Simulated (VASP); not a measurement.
# Zr3N4 (I-43d) in VASP: electric field gradients with PBE

Aim: the electric field gradients of Zr3N4 with PBE.

Program: VASP 6.6.1. These are calculated values, not measurements. Logs are shortened: lines on timing, memory, paths and dates and some standing lists are left out, and cuts for length are marked.

### 1 The cell of the first run

Symmetry: I-43d, No. 220, cubic system. The conventional cell has a = 6.740 Å, b = 6.740 Å, c = 6.740 Å, α = 90.00°, β = 90.00°, γ = 90.00°. Within 2.9 Å of Zr (site symmetry -4) lie 8 N at 2.23 to 2.44 Å. Within 3.0 Å of N (site symmetry 3) lie 6 Zr at 2.23 to 2.44 Å and 5 N at 2.61 to 2.92 Å.

### 2 Electric field gradients, PBE, non-collinear spin, zero start, spin-orbit coupling

Contents of INCAR:

```
SYSTEM = Zr3N4
PREC = Accurate
ENCUT = 520
EDIFF = 1E-8
ISMEAR = -1
SIGMA = 0.02
LREAL = .FALSE.
LASPH = .TRUE.
NELM = 200
ALGO = Normal
ISIF = 2
LWAVE = .FALSE.
LCHARG = .FALSE.
LNONCOLLINEAR = .TRUE.
MAGMOM = 0 0 0 0 0 0 0 0 0 0 0 0 0 0 0 0 0 0 0 0 0 0 0 0 0 0 0 0 0 0 0 0 0 0 0 0 0 0 0 0 0 0
LORBIT = 11
LSORBIT = .TRUE.
GGA_COMPAT = .FALSE.
LORBMOM = .TRUE.
LMAXMIX = 4
GGA = PE
LEFG = .TRUE.
NBANDS = 136
KPAR = 4
```

Contents of KPOINTS:

```
Automatic mesh
0
G
  6 6 6
  0 0 0
```

Contents of POSCAR:

```
Zr3N4
1.0
   -3.3700000000      3.3700000000      3.3700000000
    3.3700000000     -3.3700000000      3.3700000000
    3.3700000000      3.3700000000     -3.3700000000
Zr N
6 8
Direct
    0.2500000000      0.6250000000      0.3750000000
    0.3750000000      0.2500000000      0.6250000000
    0.7500000000      0.8750000000      0.1250000000
    0.1250000000      0.7500000000      0.8750000000
    0.6250000000      0.3750000000      0.2500000000
    0.8750000000      0.1250000000      0.7500000000
    0.1374207936      0.1374207936      0.1374207936
    0.8625792064      0.5000000000      0.0000000000
    0.5000000000      0.0000000000      0.3625792064
    0.0000000000      0.8625792064      0.5000000000
    0.3625792064      0.5000000000      0.0000000000
    0.6374207936      0.6374207936      0.6374207936
    0.0000000000      0.3625792064      0.5000000000
    0.5000000000      0.0000000000      0.8625792064
```

Potentials or basis: VASP PAW PBE potentials, release 64 (Zr_sv, N).

The run is started by

```
cat potpaw_PBE.64/Zr_sv/POTCAR potpaw_PBE.64/N/POTCAR > POTCAR
mpirun -np 4 vasp_ncl > vasp.out
```

OUTCAR:

```text
SYSTEM = Zr3N4
   PREC = Accurate
   ENCUT = 520
   EDIFF = 1E-8
   ISMEAR = -1
   LREAL = .FALSE.
   LASPH = .TRUE.
   NELM = 200
   ISIF = 2
   LNONCOLLINEAR = .TRUE.
   LORBIT = 11
   LSORBIT = .TRUE.
   GGA = PE

 ion  position               nearest neighbor table
   1  0.250  0.625  0.375-   8 2.23   9 2.23  12 2.23  13 2.23  11 2.44   7 2.44  10 2.44  14 2.44
                             4 3.15   2 3.15   2 3.15   4 3.15   5 3.15   6 3.15   6 3.15   5 3.15
   2  0.375  0.250  0.625-  10 2.23   9 2.23  11 2.23  12 2.23  13 2.44   8 2.44   7 2.44  14 2.44
                             1 3.15   5 3.15   1 3.15   3 3.15   5 3.15   6 3.15   6 3.15   3 3.15
   3  0.750  0.875  0.125-  11 2.23  10 2.23   7 2.23  14 2.23   8 2.44  12 2.44  13 2.44   9 2.44
                             4 3.15   6 3.15   4 3.15   2 3.15   5 3.15   5 3.15   2 3.15   6 3.15
   4  0.125  0.750  0.875-   7 2.23   8 2.23  13 2.23  14 2.23  11 2.44  12 2.44   9 2.44  10 2.44
                             3 3.15   3 3.15   1 3.15   1 3.15   6 3.15   5 3.15   6 3.15   5 3.15
   5  0.625  0.375  0.250-  11 2.23  12 2.23  13 2.23  14 2.23  10 2.44   9 2.44   7 2.44   8 2.44
                             2 3.15   4 3.15   1 3.15   1 3.15   3 3.15   2 3.15   3 3.15   4 3.15
   6  0.875  0.125  0.750-   7 2.23   8 2.23   9 2.23  10 2.23  11 2.44  14 2.44  13 2.44  12 2.44
                             3 3.15   1 3.15   2 3.15   4 3.15   4 3.15   3 3.15   2 3.15   1 3.15
   7  0.137  0.137  0.137-   3 2.23   4 2.23   6 2.23   2 2.44   1 2.44   5 2.44
   8  0.863  0.500  0.000-   1 2.23   4 2.23   6 2.23   3 2.44   2 2.44   5 2.44
   9  0.500  0.000  0.363-   1 2.23   2 2.23   6 2.23   4 2.44   5 2.44   3 2.44
  10  0.000  0.863  0.500-   2 2.23   3 2.23   6 2.23   5 2.44   1 2.44   4 2.44
  11  0.363  0.500  0.000-   3 2.23   2 2.23   5 2.23   6 2.44   1 2.44   4 2.44
  12  0.637  0.637  0.637-   1 2.23   2 2.23   5 2.23   4 2.44   3 2.44   6 2.44
  13  0.000  0.363  0.500-   1 2.23   4 2.23   5 2.23   2 2.44   3 2.44   6 2.44
  14  0.500  0.000  0.863-   3 2.23   4 2.23   5 2.23   2 2.44   1 2.44   6 2.44

  LATTYP: Found a body centered cubic cell.
 ALAT       =     6.7400000000

  Lattice vectors:

 A1 = (  -3.3700000000,   3.3700000000,   3.3700000000)
 A2 = (   3.3700000000,  -3.3700000000,   3.3700000000)
 A3 = (   3.3700000000,   3.3700000000,  -3.3700000000)

Analysis of symmetry for initial positions (statically):
=====================================================================
 Subroutine PRICEL returns:
 Original cell was already a primitive cell.

 Routine SETGRP: Setting up the symmetry group for a
 body centered cubic supercell.

 Subroutine GETGRP returns: Found 24 space group operations
 (whereof  3 operations were pure point group operations)
 out of a pool of 48 trial point group operations.

The static configuration has the point symmetry C_3 .
 The point group associated with its full space group is T_d .

Analysis of symmetry for dynamics (positions and initial velocities):
=====================================================================
 Subroutine PRICEL returns:
 Original cell was already a primitive cell.

 Routine SETGRP: Setting up the symmetry group for a
 body centered cubic supercell.

 Subroutine GETGRP returns: Found 24 space group operations
 (whereof  3 operations were pure point group operations)
 out of a pool of 48 trial point group operations.

The dynamic configuration has the point symmetry C_3 .
 The point group associated with its full space group is T_d .

Analysis of structural, dynamic, and magnetic symmetry:
=====================================================================
 Subroutine PRICEL returns:
 Original cell was already a primitive cell.

 Routine SETGRP: Setting up the symmetry group for a
 body centered cubic supercell.

 Subroutine GETGRP returns: Found 24 space group operations
 (whereof  3 operations were pure point group operations)
 out of a pool of 48 trial point group operations.

The overall configuration has the point symmetry C_3 .
 The point group associated with its full space group is T_d .

 Subroutine INISYM returns: Found 24 space group operations
 (whereof  3 operations are pure point group operations),
 and found     1 'primitive' translations

----------------------------------------------------------------------------------------

                                     Primitive cell

  volume of cell :     153.0910

  direct lattice vectors                    reciprocal lattice vectors
    -3.370000000  3.370000000  3.370000000     0.000000000  0.148367953  0.148367953
     3.370000000 -3.370000000  3.370000000     0.148367953  0.000000000  0.148367953
     3.370000000  3.370000000 -3.370000000     0.148367953  0.148367953  0.000000000

  length of vectors
     5.837011222  5.837011222  5.837011222     0.209823971  0.209823971  0.209823971

  position of ions in fractional coordinates (direct lattice)
     0.250000000  0.625000000  0.375000000
     0.375000000  0.250000000  0.625000000
     0.750000000  0.875000000  0.125000000
     0.125000000  0.750000000  0.875000000
[... 3064 lines left out ...]
  3         0.000  -0.000  -0.000
  4         0.000  -0.000  -0.000
  5         0.000  -0.000  -0.000
  6         0.000   0.000   0.000
  7        -0.000   0.000  -0.000
  8         0.000   0.000   0.000
  9         0.000   0.000   0.000
 10        -0.000   0.000  -0.000
 11        -0.000   0.000  -0.000
 12         0.000   0.000   0.000
 13         0.000   0.000   0.000
 14        -0.000   0.000  -0.000
 ----------------------------------------
           -0.000  -0.000  -0.000

 orbital moment (y)

 # of ion     p       d       tot
 ----------------------------------------
  1         0.000  -0.000  -0.000
  2        -0.000   0.000   0.000
  3         0.000   0.000   0.000
  4         0.000  -0.000  -0.000
  5        -0.000   0.000   0.000
  6        -0.000  -0.000  -0.000
  7        -0.000   0.000  -0.000
  8        -0.000   0.000  -0.000
  9         0.000   0.000   0.000
 10         0.000   0.000   0.000
 11         0.000   0.000   0.000
 12         0.000   0.000   0.000
 13        -0.000   0.000  -0.000
 14        -0.000   0.000  -0.000
 ----------------------------------------
           -0.000  -0.000  -0.000

 orbital moment (z)

 # of ion     p       d       tot
 ----------------------------------------
  1         0.000   0.000   0.000
  2         0.000   0.000   0.000
  3         0.000   0.000   0.000
  4         0.000   0.000   0.000
  5        -0.000   0.000   0.000
  6         0.000  -0.000  -0.000
  7        -0.000   0.000  -0.000
  8        -0.000   0.000  -0.000
  9        -0.000   0.000  -0.000
 10        -0.000   0.000  -0.000
 11         0.000   0.000   0.000
 12         0.000   0.000   0.000
 13         0.000   0.000   0.000
 14         0.000   0.000   0.000
 ----------------------------------------
            0.000   0.000   0.000

 Spin-Orbit-Coupling matrix elements

 Ion:    1  E_soc:     -0.1356706
 l=   1
     0.0000000    -0.0221288    -0.0222014
    -0.0221288     0.0000000    -0.0222014
    -0.0222014    -0.0222014     0.0000000
 l=   2
     0.0000000    -0.0000855     0.0000000    -0.0000807    -0.0003368
    -0.0000855     0.0000000    -0.0002837    -0.0000855    -0.0000946
     0.0000000    -0.0002837     0.0000000    -0.0002540     0.0000000
    -0.0000807    -0.0000855    -0.0002540     0.0000000    -0.0000829
    -0.0003368    -0.0000946     0.0000000    -0.0000829     0.0000000
 l=   3
     0.0000000     0.0000000     0.0000000     0.0000000     0.0000000     0.0000000     0.0000000
     0.0000000     0.0000000     0.0000000     0.0000000     0.0000000     0.0000000     0.0000000
     0.0000000     0.0000000     0.0000000     0.0000000     0.0000000     0.0000000     0.0000000
     0.0000000     0.0000000     0.0000000     0.0000000     0.0000000     0.0000000     0.0000000
[... 249 lines left out ...]
 l=   2
     0.0000000     0.0000000     0.0000000     0.0000000     0.0000000
     0.0000000     0.0000000     0.0000000     0.0000000     0.0000000
     0.0000000     0.0000000     0.0000000     0.0000000     0.0000000
     0.0000000     0.0000000     0.0000000     0.0000000     0.0000000
     0.0000000     0.0000000     0.0000000     0.0000000     0.0000000
 l=   3
     0.0000000     0.0000000     0.0000000     0.0000000     0.0000000     0.0000000     0.0000000
     0.0000000     0.0000000     0.0000000     0.0000000     0.0000000     0.0000000     0.0000000
     0.0000000     0.0000000     0.0000000     0.0000000     0.0000000     0.0000000     0.0000000
     0.0000000     0.0000000     0.0000000     0.0000000     0.0000000     0.0000000     0.0000000
     0.0000000     0.0000000     0.0000000     0.0000000     0.0000000     0.0000000     0.0000000
     0.0000000     0.0000000     0.0000000     0.0000000     0.0000000     0.0000000     0.0000000
     0.0000000     0.0000000     0.0000000     0.0000000     0.0000000     0.0000000     0.0000000

 total charge

# of ion       s       p       d       tot
------------------------------------------
    1        2.176   6.049   1.552   9.777
    2        2.176   6.049   1.552   9.777
    3        2.176   6.049   1.552   9.777
    4        2.176   6.049   1.552   9.777
    5        2.176   6.049   1.552   9.777
    6        2.176   6.049   1.552   9.777
    7        1.252   2.472   0.000   3.724
    8        1.252   2.472   0.000   3.724
    9        1.252   2.472   0.000   3.724
   10        1.252   2.472   0.000   3.724
   11        1.252   2.472   0.000   3.724
   12        1.252   2.472   0.000   3.724
   13        1.252   2.472   0.000   3.724
   14        1.252   2.472   0.000   3.724
--------------------------------------------------
tot         23.068  56.073   9.310  88.451

 magnetization (x)

# of ion       s       p       d       tot
------------------------------------------
    1        0.000  -0.000   0.000   0.000
    2       -0.000   0.000  -0.000  -0.000
    3       -0.000   0.000  -0.000  -0.000
    4       -0.000   0.000  -0.000  -0.000
    5        0.000  -0.000   0.000   0.000
    6        0.000  -0.000   0.000   0.000
    7        0.000   0.000   0.000   0.000
    8       -0.000  -0.000   0.000  -0.000
    9       -0.000  -0.000   0.000  -0.000
   10        0.000   0.000   0.000   0.000
   11        0.000   0.000   0.000   0.000
   12       -0.000  -0.000   0.000  -0.000
   13       -0.000  -0.000   0.000  -0.000
   14        0.000   0.000   0.000   0.000
--------------------------------------------------
tot          0.000  -0.000  -0.000  -0.000

 magnetization (y)

# of ion       s       p       d       tot
------------------------------------------
    1        0.000   0.000   0.000   0.000
    2        0.000  -0.000   0.000   0.000
    3        0.000   0.000   0.000   0.000
    4       -0.000   0.000  -0.000  -0.000
    5       -0.000  -0.000  -0.000  -0.000
    6       -0.000  -0.000  -0.000  -0.000
    7        0.000   0.000   0.000   0.000
    8        0.000   0.000   0.000   0.000
    9       -0.000  -0.000   0.000  -0.000
   10       -0.000  -0.000   0.000  -0.000
   11       -0.000  -0.000   0.000  -0.000
   12       -0.000  -0.000   0.000  -0.000
   13        0.000   0.000   0.000   0.000
   14        0.000   0.000   0.000   0.000
--------------------------------------------------
tot         -0.000   0.000  -0.000  -0.000

 magnetization (z)

# of ion       s       p       d       tot
------------------------------------------
    1        0.000  -0.000   0.000   0.000
    2       -0.000  -0.000  -0.000  -0.000
    3        0.000   0.000   0.000   0.000
    4       -0.000   0.000  -0.000  -0.000
    5        0.000  -0.000   0.000   0.000
    6       -0.000   0.000  -0.000  -0.000
    7        0.000   0.000   0.000   0.000
    8        0.000   0.000   0.000   0.000
    9        0.000   0.000   0.000   0.000
   10        0.000   0.000   0.000   0.000
   11       -0.000  -0.000   0.000  -0.000
   12       -0.000  -0.000   0.000  -0.000
   13       -0.000  -0.000   0.000  -0.000
   14       -0.000  -0.000   0.000  -0.000
--------------------------------------------------
tot         -0.000  -0.000  -0.000  -0.000
```

Run time: 10 min. Hardware: 4 MPI ranks of AMD EPYC 7R43 (Zen 3), shared host; peak memory 1.2 GiB.

Results:

| Quantity | Value |
| --- | --- |
| Free energy | -139.3771 eV |
| Pressure | 4.4 GPa |
| Largest force | 0.032 eV/Å |
| Net moment | 0.00 μB per cell |
| Largest electric field gradient by atom | Zr +100.5; N +5.4 V/Å² |
| Valence electrons inside the program's atomic spheres | Zr 9.78; N 3.72 |

Forces in eV/Å, atoms in the order of the input:
```
Zr   0.000  0.000  0.000
Zr   0.000  0.000  0.000
Zr   0.000  0.000  0.000
Zr   0.000  0.000  0.000
Zr   0.000  0.000  0.000
Zr   0.000  0.000  0.000
N    0.018  0.018  0.018
N    0.018 -0.018 -0.018
N   -0.018 -0.018  0.018
N   -0.018  0.018 -0.018
N    0.018 -0.018 -0.018
N    0.018  0.018  0.018
N   -0.018  0.018 -0.018
N   -0.018 -0.018  0.018
```

Moments on the atoms (μB; x, y, z):
```
Zr  0.00 0.00 0.00
Zr  0.00 0.00 0.00
Zr  0.00 0.00 0.00
Zr  0.00 0.00 0.00
Zr  0.00 0.00 0.00
Zr  0.00 0.00 0.00
N   0.00 0.00 0.00
N   0.00 0.00 0.00
N   0.00 0.00 0.00
N   0.00 0.00 0.00
N   0.00 0.00 0.00
N   0.00 0.00 0.00
N   0.00 0.00 0.00
N   0.00 0.00 0.00
```

Electric field gradients, principal values (V/Å²):
```csv
atom,least,middle,greatest (by size)
1 Zr,-50.270,-50.270,100.540
2 Zr,-50.270,-50.270,100.540
3 Zr,-50.270,-50.270,100.540
4 Zr,-50.270,-50.270,100.540
5 Zr,-50.270,-50.270,100.540
6 Zr,-50.270,-50.270,100.540
7 N,-2.725,-2.725,5.449
8 N,-2.722,-2.725,5.447
9 N,-2.722,-2.725,5.447
10 N,-2.722,-2.725,5.447
11 N,-2.722,-2.725,5.447
12 N,-2.725,-2.725,5.449
13 N,-2.722,-2.725,5.447
14 N,-2.722,-2.725,5.447
```

Caveat: the cell stands under pressure; without QUAD_EFG the Cq values of the log hold for a quadrupole moment of 1 mb, not for the nuclei.
